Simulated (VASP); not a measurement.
# CuI (P-3m1) in VASP: dielectric tensor with LDA

Aim: the dielectric tensor of CuI with LDA.

Program: VASP 6.6.1. These are calculated values, not measurements. Logs are shortened: lines on timing, memory, paths and dates and some standing lists are left out, and cuts for length are marked.

## Step 1: The cell of the first run

The structure is trigonal, space group P-3m1 (No. 164). Conventional cell: a = 4.129 Å, b = 4.129 Å, c = 7.478 Å, α = 90.00°, β = 90.00°, γ = 120.00°. Cu (site symmetry 3m) has 4 I at 2.58 to 2.68 Å and 3 Cu at 2.74 Å within 3.4 Å. Within 3.4 Å of I (site symmetry 3m) lie 4 Cu at 2.58 to 2.68 Å.

## Step 2: Dielectric tensor, LDA

File INCAR:

```
PREC = Accurate ; ENCUT = 520
EDIFF = 1E-8 ; ISMEAR = 0
SIGMA = 0.01 ; LREAL = F
LASPH = T ; NELM = 60
ALGO = Normal ; ISIF = 2
LWAVE = F ; LCHARG = F
LEPSILON = T
```

File KPOINTS:

```
Automatic mesh
0
Gamma
  6 6 4
```

File POSCAR:

```
CuI
1.0
    4.1286180000      0.0000000000      0.0000000000
   -2.0643090000      3.5754880000      0.0000000000
    0.0000000000      0.0000000000      7.4781060000
Cu I
2 2
Direct
    0.6666666667      0.3333333333      0.5899520000
    0.3333333333      0.6666666667      0.4100480000
    0.3333333333      0.6666666667      0.7547480000
    0.6666666667      0.3333333333      0.2452520000
```

Potentials or basis: VASP PAW LDA potentials, release 64 (Cu, I).

On the command line:

```bash
$ cat potpaw_LDA.64/Cu/POTCAR potpaw_LDA.64/I/POTCAR > POTCAR
$ mpirun -np 1 vasp_std > vasp.out
```

OUTCAR:

```text
PREC = Accurate
   ENCUT = 520
   EDIFF = 1E-8
   ISMEAR = 0
   LREAL = F
   LASPH = T
   NELM = 60
   ISIF = 2
   LEPSILON = T

 ion  position               nearest neighbor table
   1  0.667  0.333  0.590-   4 2.58   3 2.68   3 2.68   3 2.68   2 2.74   2 2.74   2 2.74
   2  0.333  0.667  0.410-   3 2.58   4 2.68   4 2.68   4 2.68   1 2.74   1 2.74   1 2.74
   3  0.333  0.667  0.755-   2 2.58   1 2.68   1 2.68   1 2.68
   4  0.667  0.333  0.245-   1 2.58   2 2.68   2 2.68   2 2.68

  LATTYP: Found a hexagonal cell.
 ALAT       =     4.1286180000
 C/A-ratio  =     1.8112855198

  Lattice vectors:

 A1 = (   4.1286180000,   0.0000000000,   0.0000000000)
 A2 = (  -2.0643090000,   3.5754880000,   0.0000000000)
 A3 = (   0.0000000000,   0.0000000000,   7.4781060000)

Analysis of symmetry for initial positions (statically):
=====================================================================
 Subroutine PRICEL returns:
 Original cell was already a primitive cell.

 Routine SETGRP: Setting up the symmetry group for a
 hexagonal supercell.

 Subroutine GETGRP returns: Found 12 space group operations
 (whereof 12 operations were pure point group operations)
 out of a pool of 24 trial point group operations.

The static configuration has the point symmetry D_3d.

Analysis of symmetry for dynamics (positions and initial velocities):
=====================================================================
 Subroutine PRICEL returns:
 Original cell was already a primitive cell.

 Routine SETGRP: Setting up the symmetry group for a
 hexagonal supercell.

 Subroutine GETGRP returns: Found 12 space group operations
 (whereof 12 operations were pure point group operations)
 out of a pool of 24 trial point group operations.

The dynamic configuration has the point symmetry D_3d.

 Subroutine INISYM returns: Found 12 space group operations
 (whereof 12 operations are pure point group operations),
 and found     1 'primitive' translations

----------------------------------------------------------------------------------------

                                     Primitive cell

  volume of cell :     110.3905

  direct lattice vectors                    reciprocal lattice vectors
     4.128618000  0.000000000  0.000000000     0.242211801  0.139841051  0.000000000
    -2.064309000  3.575488000  0.000000000     0.000000000  0.279682102  0.000000000
[... 760 lines left out ...]
      2.06431      1.19183      1.83402        -0.000000     -0.000000      0.461615
 -----------------------------------------------------------------------------------
    total drift:                               -0.000000      0.000000      0.000000

  FREE ENERGIE OF THE ION-ELECTRON SYSTEM (eV)
  ---------------------------------------------------
  free  energy   TOTEN  =       -13.8892215405 eV

  energy  without entropy=      -13.8892215405  energy(sigma->0) =      -13.88922154

 HEAD OF MICROSCOPIC STATIC DIELECTRIC TENSOR (INDEPENDENT PARTICLE, excluding Hartree and local field effects)
 ------------------------------------------------------
           6.699726     0.000000     0.000000
           0.000000     6.699726     0.000000
           0.000000     0.000000     6.580535
 ------------------------------------------------------

 Free energy of the ion-electron system (eV)
  ---------------------------------------------------
  ---------------------------------------------------
  free energy    TOTEN  =        -1.67944148 eV

  energy without entropy =       -1.67944148

------------------------ aborting loop because EDIFF is reached ----------------------------------------

--------------------------------------- Ionic step        2  -------------------------------------------

------------------------ aborting loop because EDIFF is reached ----------------------------------------

--------------------------------------- Ionic step        3  -------------------------------------------

 Free energy of the ion-electron system (eV)
  ---------------------------------------------------
  ---------------------------------------------------
  free energy    TOTEN  =        -1.28477077 eV

  energy without entropy =       -1.28477077

------------------------ aborting loop because EDIFF is reached ----------------------------------------

 PIEZOELECTRIC TENSOR FIELD DIRECTION 3  (e Angst)
 -----------------------------------------------------------------------------
    -0.02584  0.00000  0.00000           ( -0.00008  0.00000  0.00000)
     0.00000 -0.02584  0.00000           (  0.00000 -0.00008  0.00000)
    -0.00000 -0.00000  0.04714           (  0.00000  0.00000 -0.00009)

 PIEZOELECTRIC TENSOR FIELD DIRECTION 3  (C/m^2)
 -----------------------------------------------------------------------------
    -0.00375  0.00000  0.00000
     0.00000 -0.00375  0.00000
    -0.00000 -0.00000  0.00684

 MACROSCOPIC STATIC DIELECTRIC TENSOR (including local field effects in DFT)
 ------------------------------------------------------
           6.229580     0.000000     0.000000
           0.000000     6.229580     0.000000
           0.000000     0.000000     4.922759
 ------------------------------------------------------

 PIEZOELECTRIC TENSOR (including local field effects)  for field in x, y, z        (e  Angst)
          XX          YY          ZZ          XY          YZ          ZX
  --------------------------------------------------------------------------------
  x     0.00000     0.00000     0.00000     0.00000     0.00000     0.00000
  y     0.00000     0.00000     0.00000     0.00000     0.00000     0.00000
  z     0.00000     0.00000     0.00000     0.00000     0.00000     0.00000

 PIEZOELECTRIC TENSOR (including local field effects)  for field in x, y, z        (C/m^2)
          XX          YY          ZZ          XY          YZ          ZX
  --------------------------------------------------------------------------------
  x     0.00000     0.00000     0.00000     0.00000     0.00000     0.00000
  y     0.00000     0.00000     0.00000     0.00000     0.00000     0.00000
  z     0.00000     0.00000     0.00000     0.00000     0.00000     0.00000

 BORN EFFECTIVE CHARGES (including local field effects) (in |e|, cummulative output)
 ---------------------------------------------------------------------------------
 ion    1
    1     1.12328     0.00000     0.00000
    2     0.00000     1.12328     0.00000
    3     0.00000     0.00000     0.67563
 ion    2
    1     1.12328     0.00000     0.00000
    2     0.00000     1.12328     0.00000
    3     0.00000     0.00000     0.67563
 ion    3
    1    -1.12328     0.00000     0.00000
    2     0.00000    -1.12328     0.00000
    3     0.00000     0.00000    -0.67563
 ion    4
    1    -1.12328     0.00000     0.00000
    2     0.00000    -1.12328     0.00000
    3     0.00000     0.00000    -0.67563
```

stdout:

```text
POSCAR found type information on POSCAR CuI
 POSCAR found :  2 types and       4 ions
 scaLAPACK will be used
 LDA part: xc-table for (Slater(with rela. corr.)+CA(PZ))
 , standard interpolation
 POSCAR, INCAR and KPOINTS ok, starting setup
 FFT: planning ... GRIDC
 FFT: planning ... GRID_SOFT
 FFT: planning ... GRID
 WAVECAR not read
 entering main loop
[... 38 lines left out ...]
  Direction:   3
 dielectric tensor                  component  3 :    -0.217    -0.280     6.581
 Linear response to external field, progress :
  Direction:   1
 dielectric tensor                  component  1 :     6.230    -0.936     0.001
 Linear response to external field, progress :
  Direction:   2
 dielectric tensor                  component  2 :    -0.935     6.230    -0.000
 Linear response to external field, progress :
  Direction:   3
 dielectric tensor                  component  3 :    -0.193    -0.259     4.923
 Born effective charges drift removed
```

Wall time 17 min (1 thread of Intel Xeon Platinum 8375C at 2.90GHz (Ice Lake), shared host); peak memory 0.45 GiB.

What came out:

```yaml
Band_gap_on_the_k_mesh: 1.51 eV
Electronic_dielectric_tensor_diagonal: 6.23, 6.23, 4.92
Born_charges_mean_of_the_diagonal: Cu +0.97; I -0.97 e
```

Levels at points of the mesh, in eV from the valence-band top:
```
           k point  band 14  band 15  band 16  band 17  band 18  band 19  band 20  band 21  band 22
(0.00, 0.00, 0.00)    -0.40    -0.39    -0.39     0.00     0.00     1.51     2.88     4.70     5.68
(0.50, 0.00, 0.00)    -1.43    -1.35    -1.29    -1.26    -0.20     3.00     3.09     3.75     5.30
(0.00, 0.00, 0.50)    -0.96    -0.33    -0.33    -0.08    -0.08     2.82     2.83     4.69     5.51
(0.50, 0.00, 0.50)    -1.43    -1.40    -1.26    -1.09    -0.34     2.50     2.83     3.55     4.88
```

Electronic dielectric tensor:
```
6.23 0.00 0.00
0.00 6.23 0.00
0.00 0.00 4.92
```

Born effective charge tensors (e):
atom 1, Cu
```
1.12 0.00 0.00
0.00 1.12 0.00
0.00 0.00 0.68
```
atom 2, Cu
```
1.12 0.00 0.00
0.00 1.12 0.00
0.00 0.00 0.68
```
atom 3, I
```
-1.12  0.00  0.00
 0.00 -1.12  0.00
 0.00  0.00 -0.68
```
atom 4, I
```
-1.12  0.00  0.00
 0.00 -1.12  0.00
 0.00  0.00 -0.68
```

Caveat: spin-orbit coupling is left out, which moves the levels of the heavy elements.
